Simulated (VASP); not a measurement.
Al2Ru, 3 atoms in the cell. The structure is tetragonal, space group I4/mmm (No. 139). The conventional cell has a = 3.121 Å, b = 3.121 Å, c = 8.444 Å, α = 90.00°, β = 90.00°, γ = 90.00°. Within 3.4 Å of Al (site symmetry 4mm) lie 5 Ru at 2.58 to 2.88 Å and 9 Al at 2.69 to 3.12 Å. Ru (site symmetry 4/mmm) has 10 Al at 2.58 to 2.88 Å and 4 Ru at 3.12 Å within 3.4 Å. 

* Program: VASP 6.6.1
* Task: single point
* Functional: PBEsol
* Potentials or basis: VASP PAW PBE potentials, release 64 (Al, Ru_pv)
* Cutoff: 520 eV
* k mesh: 9 × 9 × 9
* Occupations: gaussian, width 0.1 eV
* Spin: no spin polarisation
* Dipole correction: no
* Further INCAR settings: ALGO = Normal; EDIFF = 1e-07; NBANDS = 17

Potentials or basis: VASP PAW PBE potentials, release 64 (Al, Ru_pv).

The run is started by

```console
$ cat potpaw_PBE.64/Al/POTCAR potpaw_PBE.64/Ru_pv/POTCAR > POTCAR
$ mpirun -np 1 vasp_std > vasp.out
```

Hardware: 1 thread of Intel(R) Xeon(R) 6975P-C (Granite Rapids) (shared host).

Problem. How long does it take, and how much memory?

Solution. Run time: 32 s on 1 thread of Intel(R) Xeon(R) 6975P-C (Granite Rapids) (shared host), peak memory 0.22 GiB. Counts: scf iterations 14, k points 75.
